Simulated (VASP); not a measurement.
# Rh (Fm-3m) in VASP: further runs, part 2 of 2

VASP 6.6.1. Earlier steps stand in the parts before.

## (4) Relaxation of cell and atoms, vdW-DF-cx (13.94 Å³/atom)

This run uses another cell than the first one, of 13.94 Å³/atom.

POSCAR reads:

```
Rh
1.0
    0.0000000000      1.9104189093      1.9104189093
    1.9104189093      0.0000000000      1.9104189093
    1.9104189093      1.9104189093      0.0000000000
Rh
1
Direct
    0.0000000000      0.0000000000      0.0000000000
```

INCAR.step1 reads:

```
SYSTEM = Rh
GGA = CX
LUSE_VDW = .True.
AGGAC = 0.0
ISMEAR = 1
SIGMA = 0.05
LWAVE = .False.
LCHARG = .False.
NSW = 80
PREC = Accurate
LASPH = .True.
LREAL = .False.
ALGO = Normal
EDIFF = 1E-7
NELM = 120
GGA_COMPAT = .False.
IBRION = 2
ISIF = 3
EDIFFG = -0.002
NELMIN = 4
ENCUT = 640
POTIM = 0.5
```

INCAR.step4 reads:

```
SYSTEM = Rh
GGA = CX
LUSE_VDW = .True.
AGGAC = 0.0
ISMEAR = 1
SIGMA = 0.05
LWAVE = .False.
LCHARG = .False.
PREC = Accurate
LASPH = .True.
LREAL = .False.
ALGO = Normal
EDIFF = 1E-7
NELM = 120
GGA_COMPAT = .False.
ISIF = 2
ENCUT = 640
```

KPOINTS reads:

```
Automatic mesh
0
Gamma
  16 16 16
  0 0 0
```

Potentials or basis: VASP PAW PBE potentials, release 64 (Rh_pv).

On the command line:

```console
$ cat potpaw_PBE.64/Rh_pv/POTCAR > POTCAR
$ cp INCAR.step1 INCAR
$ cp POSCAR.step1 POSCAR
$ mpirun -np 1 vasp_std > vasp.out
$ cp CONTCAR POSCAR
$ mpirun -np 1 vasp_std > vasp.out
$ cp CONTCAR POSCAR
$ mpirun -np 1 vasp_std > vasp.out
$ cp CONTCAR POSCAR
$ cp INCAR.step4 INCAR
$ mpirun -np 1 vasp_std > vasp.out
```

OUTCAR:

```text
SYSTEM = Rh
   GGA = CX
   ISMEAR = 1
   PREC = Accurate
   LASPH = .True.
   LREAL = .False.
   EDIFF = 1E-7
   NELM = 120
   ISIF = 2
   ENCUT = 640

 ion  position               nearest neighbor table
   1  0.000  0.000  0.000-

  LATTYP: Found a face centered cubic cell.
 ALAT       =     3.7860267741

  Lattice vectors:

 A1 = (   0.0000000000,   1.8930133871,   1.8930133871)
 A2 = (   1.8930133871,   0.0000000000,   1.8930133871)
 A3 = (   1.8930133871,   1.8930133871,   0.0000000000)

Analysis of symmetry for initial positions (statically):
=====================================================================
 Subroutine PRICEL returns:
 Original cell was already a primitive cell.

 Routine SETGRP: Setting up the symmetry group for a
 face centered cubic supercell.

 Subroutine GETGRP returns: Found 48 space group operations
 (whereof 48 operations were pure point group operations)
 out of a pool of 48 trial point group operations.

The static configuration has the point symmetry O_h .

Analysis of symmetry for dynamics (positions and initial velocities):
=====================================================================
 Subroutine PRICEL returns:
 Original cell was already a primitive cell.

 Routine SETGRP: Setting up the symmetry group for a
 face centered cubic supercell.

 Subroutine GETGRP returns: Found 48 space group operations
 (whereof 48 operations were pure point group operations)
 out of a pool of 48 trial point group operations.

The dynamic configuration has the point symmetry O_h .

 Subroutine INISYM returns: Found 48 space group operations
 (whereof 48 operations are pure point group operations),
 and found     1 'primitive' translations

----------------------------------------------------------------------------------------

                                     Primitive cell

  volume of cell :      13.5672

  direct lattice vectors                    reciprocal lattice vectors
[... 118 lines left out ...]
   LEPSILON=     F    determine dielectric tensor
   LRPA    =     F    only Hartree local field effects (RPA)

   CSHIFT  =0.1000    complex shift for real part using Kramers Kronig

   OMEGAMAX=  -1.0    maximum frequency
 non-spin polarized calculation
 Methfessel and Paxton  Order N= 1 SIGMA  =   0.05
  energy-cutoff  :      640.00
  volume of cell :       13.57
 maximum number of plane-waves:       531
 NGX is ok and might be reduce to    24
   NGX = 11   NGY = 11   NGZ = 11

 number of electron      15.0000002 magnetization

 Free energy of the ion-electron system (eV)
  ---------------------------------------------------
  ext. energy  EPLUGINS =         0.00000000
  ---------------------------------------------------
  free energy    TOTEN  =        -4.37995987 eV

  energy without entropy =       -4.37961578  energy(sigma->0) =       -4.37984517

 E-fermi :  11.9889     XC(G=0): -14.2512

 val. band max:       11.9886926783   @ k =   0.4375   0.1250   0.0625
 cond. band min:      11.9901787579   @ k =   0.3125   0.2500   0.0000
 fundamental gap:      0.0014860795
 Fermi energy:        11.9889464843

 k-point     1 :       0.0000    0.0000    0.0000
  band No.  band energies     occupation
      1     -34.3373      2.00000
      2     -34.3373      2.00000
      3     -34.3373      2.00000
      4       3.9105      2.00000
      5       8.8608      2.00000
      6       8.8608      2.00000
      7       8.8608      2.00000
      8      11.0007      2.00000
      9      11.0007      2.00000
     10      28.0265      0.00000
     11      32.3453      0.00000
[... 309 lines left out ...]
 k-point    24 :      -0.0625    0.0625    0.0000
  band No.  band energies     occupation
      1     -34.4102      2.00000
      2     -34.3593      2.00000
      3     -34.3430      2.00000
      4       4.3287      2.00000
      5       8.6566      2.00000
      6       9.0098      2.00000
      7       9.0587      2.00000
      8      10.8083      2.00000
      9      11.0262      2.00000
     10      28.6263      0.00000
     11      31.8262      0.00000

 [... further k-points ...]

------------------------ aborting loop because EDIFF is reached ----------------------------------------

  FORCE on cell =-STRESS in cart. coord.  units (eV):
  Direction    XX          YY          ZZ          XY          YZ          ZX
  --------------------------------------------------------------------------------------
  -------------------------------------------------------------------------------------
  Total       -0.0002819     -0.0002819     -0.0002819      0.0000000      0.0000000     -0.0000000
  in kB       -0.0332910     -0.0332910     -0.0332910      0.0000000      0.0000000     -0.0000000
  external PRESSURE =      -0.0332910 kB  Pullay stress =       0.0000000 kB

 VOLUME and BASIS-vectors are now :
 -----------------------------------------------------------------------------
  energy-cutoff  :      640.00
  volume of cell :       13.57
      direct lattice vectors                 reciprocal lattice vectors
     0.000000000  1.893013387  1.893013387    -0.264129141  0.264129141  0.264129141
     1.893013387  0.000000000  1.893013387     0.264129141 -0.264129141  0.264129141
     1.893013387  1.893013387  0.000000000     0.264129141  0.264129141 -0.264129141

 POSITION                                       TOTAL-FORCE (eV/Angst)
 -----------------------------------------------------------------------------------
      0.00000      0.00000      0.00000        -0.000000     -0.000000      0.000000
 -----------------------------------------------------------------------------------
    total drift:                               -0.000000      0.000000     -0.000000

  FREE ENERGIE OF THE ION-ELECTRON SYSTEM (eV)
  ---------------------------------------------------
  free  energy   TOTEN  =        -4.3799598673 eV

  energy  without entropy=       -4.3796157772  energy(sigma->0) =       -4.37984517

Total vdW correction in eV:      2.0871460
```

OUTCAR.step1:

```text
SYSTEM = Rh
   GGA = CX
   ISMEAR = 1
   NSW = 80
   PREC = Accurate
   LASPH = .True.
   LREAL = .False.
[... 673 lines left out ...]
  --------------------------------------------------------------------------------------
  -------------------------------------------------------------------------------------
  Total        0.0019344      0.0019344      0.0019344     -0.0000000     -0.0000000     -0.0000000
  in kB        0.2284334      0.2284334      0.2284334     -0.0000000     -0.0000000     -0.0000000
  external PRESSURE =       0.2284334 kB  Pullay stress =       0.0000000 kB
[... 20 lines left out ...]
  energy  without entropy=       -4.3799380858  energy(sigma->0) =       -4.38016745

Total vdW correction in eV:      2.0871456

 reached required accuracy - stopping structural energy minimisation
```

Wall time 2.3 min (1 thread of AMD EPYC 9R45 (Zen 5), shared host); peak memory 0.26 GiB.

What came out:

* Free energy: -4.3800 eV
* Relaxed volume: 13.57 Å³/atom
* Relaxed cell: a = 2.677 Å, b = 2.677 Å, c = 2.677 Å, α = 60.00°, β = 60.00°, γ = 60.00°
* Space group after relaxing (to 0.1 Å): Fm-3m (No. 225)
* Energy gained by relaxing: 8.7 meV/atom
* Ionic steps: 6
* Pressure after relaxing: 0.0 GPa
* Band gap on the k mesh: zero (an odd number of electrons rules out a gap without spin polarisation)

The path:
```csv
step,energy change (eV),largest force (eV/Å),pressure (GPa),volume (Å³)
1,0.0000,0.0000,-7.47,13.94
2,0.0529,0.0000,23.77,12.67
3,-0.0090,0.0000,-0.25,13.58
4,-0.0090,0.0000,0.02,13.57
5,-0.0087,0.0000,0.00,13.57
6,-0.0087,0.0000,0.00,13.57
```

Final structure:
```
Rh
1.0
     0.00000    1.89301    1.89301
     1.89301    0.00000    1.89301
     1.89301    1.89301    0.00000
Rh
1
Direct
  0.00000 0.00000 0.00000
```

Levels at points of the mesh, in eV from the Fermi level:
| k point | band 5 | band 6 | band 7 | band 8 | band 9 | band 10 |
| --- | --- | --- | --- | --- | --- | --- |
| (0.00, 0.00, 0.00) | -3.13 | -3.13 | -3.13 | -0.99 | -0.99 | 16.04 |
| (0.50, 0.00, 0.00) | -3.21 | -3.21 | 0.61 | 0.61 | 0.73 | 8.76 |
| (0.50, 0.50, 0.00) | -6.05 | 0.59 | 1.04 | 1.04 | 3.28 | 12.44 |

Caveat: the PAW data sets were made with another functional, which shifts forces and pressure a little.

## (5) Single point, PBEsol-based screened hybrid with 25 % exact exchange

This run uses another cell than the first one, of 13.23 Å³/atom.

POSCAR reads:

```
Rh
1.0
    0.0000000000      1.8770718132      1.8770718132
    1.8770718132      0.0000000000      1.8770718132
    1.8770718132      1.8770718132      0.0000000000
Rh
1
Direct
    0.0000000000      0.0000000000      0.0000000000
```

INCAR.step1 reads:

```
SYSTEM = Rh
PREC     = Accurate       ! precision mode
ENCUT    = 520            ! plane-wave cutoff, eV
EDIFF    = 1E-5           ! SCF threshold, eV
ISMEAR   = -1             ! smearing method
SIGMA    = 0.05           ! smearing width, eV
LREAL    = .False.        ! projectors in reciprocal space
LASPH    = .True.         ! aspherical terms in the spheres
NELM     = 80             ! most SCF steps
ALGO     = Normal         ! electronic algorithm
ISIF     = 2              ! what is computed and relaxed
LWAVE    = .True.         ! write WAVECAR
LCHARG   = .False.        ! write CHGCAR
NBANDS   = 14             ! bands
GGA      = PE             ! functional
```

INCAR.step2 reads:

```
SYSTEM = Rh
PREC     = Accurate       ! precision mode
ENCUT    = 520            ! plane-wave cutoff, eV
EDIFF    = 1E-7           ! SCF threshold, eV
ISMEAR   = -1             ! smearing method
SIGMA    = 0.05           ! smearing width, eV
LREAL    = .False.        ! projectors in reciprocal space
LASPH    = .True.         ! aspherical terms in the spheres
NELM     = 80             ! most SCF steps
ALGO     = Normal         ! electronic algorithm
ISIF     = 2              ! what is computed and relaxed
LWAVE    = .False.        ! write WAVECAR
LCHARG   = .False.        ! write CHGCAR
GGA      = PS             ! functional
LHFCALC  = .True.         ! exact exchange
AEXX     = 0.25           ! exact-exchange fraction
HFSCREEN = 0.207          ! screening, 1/A
PRECFOCK = Normal       
NBANDS   = 14             ! bands
ISTART   = 1
```

KPOINTS reads:

```
regular mesh
0
Gamma
  6 6 6
  0 0 0
```

On the command line:

```console
$ cat potpaw_PBE.64/Rh_pv/POTCAR > POTCAR
$ cp INCAR.step1 INCAR
$ mpirun -np 1 vasp_std > vasp.out
$ cp INCAR.step2 INCAR
$ mpirun -np 1 vasp_std > vasp.out
```

Wall time 11 min (1 thread of Intel Xeon Platinum 8488C (Sapphire Rapids), shared host); peak memory 0.22 GiB.

Results (log left out):

```yaml
Free_energy: -8.9815 eV
Pressure: 0.7 GPa
Band_gap_on_the_k_mesh: zero (an odd number of electrons rules out a gap without spin polarisation)
```

Levels at points of the mesh, in eV from the Fermi level:
| k point | band 5 | band 6 | band 7 | band 8 | band 9 | band 10 |
| --- | --- | --- | --- | --- | --- | --- |
| (0.00, 0.00, 0.00) | -3.69 | -3.69 | -3.69 | -1.40 | -1.40 | 17.39 |
| (0.50, 0.00, 0.00) | -3.92 | -3.92 | 0.92 | 0.92 | 1.09 | 10.49 |
| (0.50, 0.50, 0.00) | -7.07 | 0.59 | 1.53 | 1.53 | 3.96 | 14.32 |

Caveat: the k points lie up to 0.48 Å⁻¹ apart, too coarse for converged energies and pressures of a metal; the PAW data sets were made with another functional, which shifts forces and pressure a little.

## (6) Single point, r2SCAN0

POSCAR reads:

```
Rh
1.0
    0.0000000000      1.8978500000      1.8978500000
    1.8978500000      0.0000000000      1.8978500000
    1.8978500000      1.8978500000      0.0000000000
Rh
1
Direct
    0.0000000000      0.0000000000      0.0000000000
```

Edit INCAR.step1 of step 5 so:

```diff
@@ -2,3 +2,3 @@
 PREC     = Accurate       ! precision mode
-ENCUT    = 520            ! plane-wave cutoff, eV
+ENCUT    = 510            ! plane-wave cutoff, eV
 EDIFF    = 1E-5           ! SCF threshold, eV
@@ -8,3 +8,3 @@
 LASPH    = .True.         ! aspherical terms in the spheres
-NELM     = 80             ! most SCF steps
+NELM     = 120            ! most SCF steps
 ALGO     = Normal         ! electronic algorithm
@@ -15 +15,2 @@
 GGA      = PE             ! functional
+GGA_COMPAT= .False.
```

INCAR.step2 reads:

```
SYSTEM = Rh
PREC     = Accurate       ! precision mode
ENCUT    = 510            ! plane-wave cutoff, eV
EDIFF    = 1E-6           ! SCF threshold, eV
ISMEAR   = -1             ! smearing method
SIGMA    = 0.05           ! smearing width, eV
LREAL    = .False.        ! projectors in reciprocal space
LASPH    = .True.         ! aspherical terms in the spheres
NELM     = 120            ! most SCF steps
ALGO     = Normal         ! electronic algorithm
ISIF     = 2              ! what is computed and relaxed
LWAVE    = .False.        ! write WAVECAR
LCHARG   = .False.        ! write CHGCAR
METAGGA  = R2SCAN         ! meta-GGA
LHFCALC  = .True.         ! exact exchange
AEXX     = 0.25           ! exact-exchange fraction
LMIXTAU  = .True.       
PRECFOCK = Normal       
NBANDS   = 14             ! bands
ISTART   = 1            
GGA_COMPAT= .False.
```

KPOINTS reads:

```
regular mesh
0
Gamma
  7 7 7
  0 0 0
```

Potentials or basis: VASP PAW PBE potentials, release 64 (Rh_sv_GW).

On the command line:

```console
$ cat potpaw_PBE.64/Rh_sv_GW/POTCAR > POTCAR
$ cp INCAR.step1 INCAR
$ mpirun -np 1 vasp_std > vasp.out
$ cp INCAR.step2 INCAR
$ mpirun -np 1 vasp_std > vasp.out
```

Wall time 44 min (1 thread of AMD EPYC 7R43 (Zen 3), shared host); peak memory 0.11 GiB.

Results (log left out):

- Free energy: -19.6638 eV
- Pressure: -12.7 GPa
- Band gap on the k mesh: zero (an odd number of electrons rules out a gap without spin polarisation)

Levels at points of the mesh, in eV from the Fermi level:
```
           k point  band 6  band 7  band 8  band 9  band 10  band 11
(0.00, 0.00, 0.00)   -4.15   -4.15   -4.15   -2.23    -2.23    17.74
```

Caveat: the k points lie up to 0.41 Å⁻¹ apart, too coarse for converged energies and pressures of a metal; the PAW data sets were made with another functional, which shifts forces and pressure a little.

## (7) The runs side by side

| task | level | potentials or basis | cell | k mesh | cutoff (eV) | smearing | dipole correction | grid for exact exchange (PRECFOCK) | share of exact exchange | tolerance level | purpose | gap on the mesh (eV) | pressure (GPa) |
| --- | --- | --- | --- | --- | --- | --- | --- | --- | --- | --- | --- | --- | --- |
| single point | revPBE | VASP PAW PBE potentials, release 64 (Rh_pv) | a = 2.684 Å, angles 60.0°, 1 atom | 7 × 7 × 7 | 520 | fermi-dirac 0.05 eV | no | - | - | - | - | none | 9.7 |
| single point | r2SCAN0 | VASP PAW PBE potentials, release 64 (Rh_pv) | a = 2.684 Å, angles 60.0°, 1 atom | 7 × 7 × 7 | 520 | fermi-dirac 0.05 eV | no | Normal | 0.25 | - | - | none | -7.8 |
| relaxation of cell and atoms | vdW-DF-cx | VASP PAW PBE potentials, release 64 (Rh_pv) | relaxed from a = 2.702 Å, angles 60.0°, 1 atom | 16 × 16 × 16 | 640 | methfessel-paxton 0.05 eV | - | - | - | standard | cell | none | 0.0 |
| single point | PBEsol-based screened hybrid with 25 % exact exchange | VASP PAW PBE potentials, release 64 (Rh_pv) | a = 2.655 Å, angles 60.0°, 1 atom | 6 × 6 × 6 | 520 | fermi-dirac 0.05 eV | no | Normal | 0.25 | - | - | none | 0.7 |
| single point | r2SCAN0 | VASP PAW PBE potentials, release 64 (Rh_sv_GW) | a = 2.684 Å, angles 60.0°, 1 atom | 7 × 7 × 7 | 510 | fermi-dirac 0.05 eV | no | Normal | 0.25 | - | - | none | -12.7 |

Alike in all rows: no spin polarisation.

Caveats: some runs use coarse meshes; the PAW data sets were made with another functional, which shifts forces and pressure a little.

Total energies depend on the potentials used, so only differences within one code and one set of settings carry meaning.

The gap in the log of VASP goes by the Fermi energy; the results here count the filled bands.